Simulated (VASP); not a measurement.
Here is a VASP 6.6.1 calculation.

File POSCAR:

```
InGaP2
1.0
    4.0043304188      0.0000000000      0.0000000000
    0.0000000000      4.0043304188      0.0000000000
    0.0000000000      0.0000000000      5.7125961601
Ga P In
1 2 1
Direct
    0.0000000000      0.0000000000      0.0000000000
    0.0000000000      0.5000000000      0.2286480619
    0.5000000000      0.0000000000      0.7713519381
    0.5000000000      0.5000000000      0.5000000000
```

The input INCAR.step1:

```
PREC = Accurate
ENCUT = 400
EDIFF = 1E-5
ISMEAR = 0
SIGMA = 0.01
LREAL = False
LASPH = True
NELM = 120
ALGO = Normal
ISIF = 2
LWAVE = True
LCHARG = False
GGA = PE
NBANDS = 26
GGA_COMPAT = False
```

INCAR.step2

```
PREC = Accurate
ENCUT = 400
EDIFF = 1E-6
ISMEAR = 0
SIGMA = 0.01
LREAL = False
LASPH = True
NELM = 120
ALGO = Normal
ISIF = 2
LWAVE = False
LCHARG = False
GGA = PE
LHFCALC = True
AEXX = 0.25
PRECFOCK = Normal
ISTART = 1
NBANDS = 26
GGA_COMPAT = False
```

File KPOINTS:

```
regular mesh
0
Gamma
  4 4 4
```

Potentials or basis: VASP PAW PBE potentials, release 64 (Ga_d, P, In_d).

Run with:

```sh
$ cat potpaw_PBE.64/Ga_d/POTCAR potpaw_PBE.64/P/POTCAR potpaw_PBE.64/In_d/POTCAR > POTCAR
$ cp INCAR.step1 INCAR
$ mpirun -np 1 vasp_std > vasp.out
$ cp INCAR.step2 INCAR
$ mpirun -np 1 vasp_std > vasp.out
```

Task: Predict the band gap on the k mesh.

Result: 2.44 eV.

Task: Estimate the pressure.

Result: -0.3 GPa.

Task: Estimate the largest force.

Result: 0.057 eV/Å.

Stress tensor (GPa, compression positive):
```
-0.09  0.00  0.00
 0.00 -0.09  0.00
 0.00  0.00 -0.74
```

Caveat: the PAW data sets were made with another functional, which shifts forces and pressure a little; spin-orbit coupling is left out, which moves the levels of the heavy elements. A k mesh can miss the band edges.
